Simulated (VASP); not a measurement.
# SiO2 in VASP: a series of runs, part 2 of 2

VASP 6.6.1. Earlier steps stand in the parts before.

### Step 4. Single point, PBE

INCAR

```
SYSTEM = SiO2
  PREC = Accurate
  ENCUT = 520
  EDIFF = 1E-6
  ISMEAR = -1
  SIGMA = 0.05
  LREAL = Auto
  LASPH = .True.
  NELM = 60
  ALGO = Normal
  ISIF = 2
  LWAVE = .False.
  LCHARG = .False.
  GGA = PE
  NBANDS = 82
```

KPOINTS

```
regular mesh
0
Gamma
  2 2 1
  0 0 0
```

POSCAR

```
SiO2
1.0
    5.9206050000      0.0000000000      0.0000000000
    0.0000000000      5.3368000000      0.0000000000
    0.0000000000      0.0000000000     17.7714160000
Si O
8 16
Direct
    0.0000000000      0.0000000000      0.0562701363
    0.4999995777      0.2500000000      0.0562701363
    0.4896796865     -0.0502173587      0.2618305711
   -0.0200992973      0.1849235497      0.2485845810
    0.0000000000      0.5000000000      0.0562701363
    0.4999995777      0.7500000000      0.0562701363
    0.5032593797      0.4660658072      0.2539808871
    0.0058271072      0.6892894618      0.2428281461
    0.9960130764     -0.0049655224      0.1674880606
    0.1941017852      0.2500000000      0.0562701363
    0.4976349545     -0.0014240744      0.1123939702
    0.8058973703      0.2500000000      0.0562701363
    0.5169404140     -0.1442437416      0.3610348213
    0.6903686363      0.1874156798      0.2654881299
    0.0265344504     -0.0629028631      0.2985299539
    0.3157785395      0.2112127117      0.2513361907
    0.9910642578      0.4912681757      0.1622380569
    0.1941017852      0.7500000000      0.0562701363
    0.4991719596      0.4879515815      0.1185724311
    0.8058973703      0.7500000000      0.0562701363
    0.5163661484      0.5295308050      0.3481151980
    0.6886120591      0.7263341328      0.2309326392
   -0.0042394316      0.4444611003      0.2958289874
    0.3207949188      0.7132551342      0.2342244422
```

Launch:

```bash
$ cat potpaw_PBE.64/Si/POTCAR potpaw_PBE.64/O/POTCAR > POTCAR
$ mpirun -np 1 vasp_std > vasp.out
```

Run time: 8.6 min. Hardware: 1 thread of Intel Xeon Platinum 8259CL at 2.50GHz (Skylake/Cascade Lake), shared host; peak memory 0.59 GiB.

The run converged. Its results:

```
Free energy   : -166.8619 eV
Largest force : 8.194 eV/Å
```

Forces on the atoms (eV/Å):
```
Si  -0.123  0.158  7.782
Si  -0.026  0.949  0.976
Si   1.123 -0.126  2.156
Si   1.221  0.103 -1.332
Si  -0.145 -0.081  8.192
Si   0.066 -2.014  1.534
Si   0.535  0.282  0.642
Si  -0.485  1.292 -2.225
O    0.034  0.111 -2.131
O   -1.862 -0.223 -2.940
O    0.114  0.124 -0.453
O    1.749 -0.290 -3.000
O   -0.465 -2.936 -1.942
O   -1.143  1.202 -1.703
O   -0.496 -0.903  1.599
O    0.813 -0.036 -0.991
O    0.397 -0.089 -1.839
O   -1.821  0.103 -2.684
O    0.052  0.681 -1.186
O    1.724  0.184 -2.832
O   -0.089  3.065  1.455
O    0.729 -1.148  0.216
O    0.264  0.497  1.397
O   -2.167 -0.906 -0.691
```

Levels at points of the mesh, in eV from the Fermi level:
| k point | band 60 | band 61 | band 62 | band 63 | band 64 | band 65 | band 66 | band 67 | band 68 | band 69 |
| --- | --- | --- | --- | --- | --- | --- | --- | --- | --- | --- |
| (0.00, 0.00, 0.00) | -0.90 | -0.70 | -0.68 | -0.15 | -0.11 | 0.23 | 0.76 | 1.15 | 1.93 | 2.22 |
| (0.50, 0.00, 0.00) | -0.91 | -0.74 | -0.72 | -0.51 | -0.14 | 0.52 | 0.98 | 1.81 | 1.93 | 2.44 |
| (0.00, 0.50, 0.00) | -0.74 | -0.45 | -0.40 | -0.30 | -0.22 | -0.02 | 0.86 | 0.87 | 1.68 | 4.85 |
| (0.50, 0.50, 0.00) | -0.94 | -0.77 | -0.65 | -0.07 | -0.04 | 0.09 | 0.72 | 0.73 | 1.69 | 5.05 |

Caveat: the k points lie up to 0.59 Å⁻¹ apart.

### Step 5. Single point, PBE

INCAR

```
ALGO     = Normal         # electronic algorithm
EDIFF    = 1E-6           # SCF threshold, eV
ENCUT    = 520            # plane-wave cutoff, eV
GGA      = PE             # functional
ISIF     = 2              # what is computed and relaxed
ISMEAR   = -1             # smearing method
LASPH    = True           # aspherical terms in the spheres
LCHARG   = True           # write CHGCAR
LELF     = True           # ELF
LREAL    = Auto         
LVHAR    = True         
LWAVE    = False          # write WAVECAR
NBANDS   = 82             # bands
NELM     = 100            # most SCF steps
PREC     = Accurate       # precision mode
SIGMA    = 0.05           # smearing width, eV
```

KPOINTS

```
k-points
0
Gamma
  2 2 1
```

POSCAR

```
SiO2
1.0
    5.9206050000      0.0000000000      0.0000000000
    0.0000000000      5.3368000000      0.0000000000
    0.0000000000      0.0000000000     17.7714160000
Si O
8 16
Direct
    0.0000000000      0.0000000000      0.0562701363
    0.4999995777      0.2500000000      0.0562701363
    0.5401306117     -0.0537775446      0.2599961646
    0.0515150056      0.2128054265      0.2298184905
    0.0000000000      0.5000000000      0.0562701363
    0.4999995777      0.7500000000      0.0562701363
    0.5534569525      0.4640983361      0.2506159329
    0.0239671452      0.7209751162      0.2216255587
    1.0444540718     -0.0081134762      0.1515017149
    0.1941017852      0.2500000000      0.0562701363
    0.5253686068      0.0086193974      0.1089896269
    0.8058973703      0.2500000000      0.0562701363
    0.5756168500     -0.1693711587      0.3504729167
    0.7173929016      0.2199257982      0.2397895587
    0.0191196677     -0.0709413881      0.3006006950
    0.3579870638      0.2232423924      0.2558040395
    1.0615975901      0.4957839904      0.1456665018
    0.1941017852      0.7500000000      0.0562701363
    0.4940035689      0.4948096237      0.1174920445
    0.8058973703      0.7500000000      0.0562701363
    0.5388300689      0.5552390946      0.3384986317
    0.7464946572      0.6849422875      0.2031464460
    0.0581697310      0.4679583271      0.2793643455
    0.3648106908      0.7055726278      0.2312477520
```

Launch:

```bash
$ cat potpaw_PBE.64/Si/POTCAR potpaw_PBE.64/O/POTCAR > POTCAR
$ mpirun -np 1 vasp_std > vasp.out
```

Run time: 7.5 min. Hardware: 1 thread of Intel Xeon Platinum 8259CL at 2.50GHz (Skylake/Cascade Lake), shared host; peak memory 0.59 GiB.

Results (log left out):

* Free energy: -164.8637 eV
* Largest force: 5.392 eV/Å
* Band gap on the k mesh: 0.02 eV (least direct gap 0.11 eV)

Forces on the atoms (eV/Å):
```
Si   0.740  0.088  4.413
Si  -0.379  2.745 -0.217
Si  -0.041  0.633 -0.454
Si  -0.448 -1.117  2.997
Si   0.634 -0.085  4.232
Si  -0.138 -1.724  1.161
Si  -0.989  1.932 -1.906
Si   1.568 -1.275  2.844
O   -0.396  0.588  3.177
O   -0.950 -1.148 -4.663
O   -1.286 -1.910  0.917
O    2.109  0.300 -2.918
O   -0.052 -0.358 -1.256
O    2.677 -3.019 -0.653
O    0.521  1.877 -5.027
O   -0.683 -3.081 -1.172
O   -0.924 -0.645  3.178
O   -0.795  0.922 -4.495
O    0.353 -0.284 -2.221
O    1.986 -0.206 -2.911
O    1.193  0.728  2.989
O   -2.149  1.759  2.959
O   -1.803  0.556  0.286
O   -0.749  2.726 -1.257
```

Levels at points of the mesh, in eV from the valence-band top:
```csv
k point,band 62,band 63,band 64,band 65,band 66,band 67
"(0.00, 0.00, 0.00)",-0.79,-0.33,-0.06,0.24,0.79,1.12
"(0.50, 0.00, 0.00)",-0.71,-0.41,-0.26,0.54,0.99,1.77
"(0.00, 0.50, 0.00)",-0.38,-0.23,-0.19,0.02,0.86,0.87
"(0.50, 0.50, 0.00)",-0.53,-0.22,0.00,0.11,0.71,0.73
```

Caveat: the k points lie up to 0.59 Å⁻¹ apart; the atoms stand as in a frame of molecular dynamics.

### Step 6. The runs side by side

| cell | gap on the mesh (eV) | largest force (eV/Å) |
| --- | --- | --- |
| as given, atomic positions A | none | 6.68 |
| as given, atomic positions B | 0.11 | 5.57 |
| as given, atomic positions C | - | 8.19 |
| as given, atomic positions D | 0.02 | 5.39 |

Alike in all rows: task single point; level PBE; potentials or basis VASP PAW PBE potentials, release 64 (Si, O); no spin polarisation; k mesh 2 × 2 × 1; cutoff (eV) 520; smearing fermi-dirac 0.05 eV.

Caveats: all runs use coarse meshes; the atoms stand as in a frame of molecular dynamics (at least some runs).

Absolute energies hang on the potentials; compare differences alone.
